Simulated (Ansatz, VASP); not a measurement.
Two plane-wave programs on LiTaO2

```
Li Ta O
1.0
     1.96609   -3.70713    0.00000
     1.96609    3.70713    0.00000
     0.00000    0.00000    3.58470
Li Ta O
1 1 2
Direct
  0.00000 0.00000 0.00000
  0.50000 0.50000 0.00000
  0.79477 0.20523 0.00000
  0.20523 0.79477 0.00000
```

Alike in both runs: task single point; functional PBE; k mesh 6 × 6 × 6; occupations gaussian, width 0.1 eV; no spin polarisation.

|  | VASP | Ansatz |
| --- | --- | --- |
| version | VASP 6.6.1 | Ansatz 0.2.0 |
| potentials or method | VASP PAW PBE potentials, release 64 (Li_sv, Ta_pv, O), cutoff 520 eV | scalar-relativistic, plane waves, PAW |
| valence electrons in the cell | 26 | 28 |

|  | VASP | Ansatz | Ansatz less VASP |
| --- | --- | --- | --- |
| gap on the k mesh at the Fermi level (eV) | none | none | - |
| rms of the force components (eV/Å) | 0.106 | 0.040 | -0.0658 |

Atom by atom the forces differ by 0.066 eV/Å (rms over components). A gap of «none» marks a metal or a gap that the smearing closes. VASP's potentials hold 26 valence electrons a cell and Ansatz's 28, so a difference there can come from the potentials and not from the codes.

Spin-orbit coupling is off throughout. Noted on VASP's run: the cutoff is short for stress, so the pressure is rough.
